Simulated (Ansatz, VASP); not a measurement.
One calculation of Ir, two programs

The input INCAR:

```
SYSTEM = Ir
PREC = Accurate
ENCUT = 520
EDIFF = 1E-7
ISMEAR = 0
SIGMA = 0.1
LREAL = .FALSE.
LASPH = .TRUE.
NELM = 150
ALGO = Fast
ISIF = 2
LWAVE = .FALSE.
LCHARG = .FALSE.
ISPIN = 2
MAGMOM = 1 1 1
LORBIT = 11
LMAXMIX = 4
GGA = PE
NBANDS = 24
```

The input KPOINTS:

```
regular mesh
0
G
  6 6 6
  0 0 0
```

File POSCAR:

```
Ir
1.0
    0.0000000000      2.9620173100      2.9620173100
    2.9620173100      0.0000000000      2.9620173100
    2.9620173100      2.9620173100      0.0000000000
Ir
3
Direct
    0.2500000000      0.2500000000      0.2500000000
    0.5000000000      0.5000000000      0.5000000000
    0.7500000000      0.7500000000      0.7500000000
```

Input for Ansatz:

```yaml
crystal:
  lattice:
    - [0.0, 2.96201731, 2.96201731]
    - [2.96201731, 0.0, 2.96201731]
    - [2.96201731, 2.96201731, 0.0]
  atoms:
    - { symbol: Ir, position: [0.25, 0.25, 0.25], spin: 1.0 }
    - { symbol: Ir, position: [0.5, 0.5, 0.5], spin: 1.0 }
    - { symbol: Ir, position: [0.75, 0.75, 0.75], spin: 1.0 }
basis:
  ecutwfc: 420
kpoints:
  mp_grid: { grid: [6, 6, 6] }
hamiltonian:
  xc: pbe
scf:
  occupations: { method: gaussian, width: 0.1 }
  lower_state_search: "off"
output:
  forces: true
  stress: true
  eigenvalues: true
  populations: true
magnetization:
  spin_polarized: true
```

Alike in both runs: task single point; functional PBE; k mesh 6 × 6 × 6; occupations gaussian, width 0.1 eV; collinear spin.

|  | VASP | Ansatz |
| --- | --- | --- |
| version | VASP 6.6.1 | Ansatz 0.2.0 |
| potentials or method | VASP PAW PBE potentials, release 64 (Ir), cutoff 520 eV | scalar-relativistic, plane waves, PAW |
| valence electrons in the cell | 27 | 51 |

|  | VASP | Ansatz | Ansatz less VASP |
| --- | --- | --- | --- |
| gap on the k mesh at the Fermi level (eV) | none | none | - |
| pressure (GPa) | 0.3 | 0.0 | -0.28 |
| net moment per atom (μB) | 0.00 | 0.00 | 0.000 |

A gap of «none» marks a metal or a gap that the smearing closes. VASP's potentials hold 27 valence electrons a cell and Ansatz's 51, so a difference there can come from the potentials and not from the codes. Ansatz's warnings: seeded moment not kept.

Spin-orbit coupling is off throughout.
